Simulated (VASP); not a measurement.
W: single point with PBE

Crystal: W.

```
W
1.0
     0.00000    2.03000    2.03000
     2.03000    0.00000    2.03000
     2.03000    2.03000    0.00000
W
1
Direct
  0.00000 0.00000 0.00000
```

| Item | Value |
| --- | --- |
| Program | VASP 6.6.1 |
| Task | single point |
| Functional | PBE |
| Potentials or basis | VASP PAW PBE potentials, release 64 (W_sv) |
| Cutoff | 520 eV |
| k mesh | 11 × 11 × 11 |
| Occupations | gaussian, width 0.025 eV |
| Spin | no spin polarisation |

```
Pressure               : -4.6 GPa
Band gap on the k mesh : zero (band 7 reaches 12.79 eV, above the bottom of band 8 at 9.69 eV)
```

Levels at points of the mesh, in eV from the Fermi level:
| k point | band 4 | band 5 | band 6 | band 7 | band 8 | band 9 | band 10 | band 11 |
| --- | --- | --- | --- | --- | --- | --- | --- | --- |
| (0.00, 0.00, 0.00) | -37.37 | -8.90 | -0.54 | -0.54 | -0.54 | 2.50 | 2.50 | 12.75 |

It took 20 s on 1 thread of Intel(R) Xeon(R) Platinum 8259CL CPU @ 2.50GHz (Skylake/Cascade Lake), on a shared host, peak memory 0.14 GiB.

Caveat: spin-orbit coupling is left out, which moves the levels of the heavy elements.
